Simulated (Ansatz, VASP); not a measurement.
**KTaO3: VASP beside Ansatz**

```
CELL_PARAMETERS angstrom
3.86358 0.00000 0.00000
0.00000 3.86358 0.00000
0.00000 0.00000 4.24994
ATOMIC_POSITIONS crystal
K 0.50000 0.50000 0.50000
Ta 0.00000 0.00000 0.00000
O 0.50000 0.00000 0.00000
O 0.00000 0.50000 0.00000
O 0.00000 0.00000 0.50000
```

Alike in both runs: task single point; functional r2SCAN; k mesh 6 × 6 × 6; occupations gaussian, width 0.05 eV; no spin polarisation.

|  | VASP | Ansatz |
| --- | --- | --- |
| version | VASP 6.6.1 | Ansatz 0.2.0 |
| potentials or method | VASP PAW PBE potentials, release 64 (K_sv, Ta_sv_GW, O), cutoff 660 eV | scalar-relativistic, plane waves, PAW |
| valence electrons in the cell | 40 | 40 |

|  | VASP | Ansatz | Ansatz less VASP |
| --- | --- | --- | --- |
| gap on the k mesh at the Fermi level (eV) | 2.46 | 2.47 | +0.011 |
| least direct gap on the mesh (eV) | 2.94 | 2.95 | +0.005 |
| pressure (GPa) | 3.8 | 3.7 | -0.10 |
| traceless stress, the component that is largest in VASP (GPa) | -22.11 | -21.81 | +0.303 |

VASP's potentials were made for PBE, not for r2SCAN. With one functional, cell and mesh, what is left measures potentials, basis and numerics.

Spin-orbit coupling is off throughout.
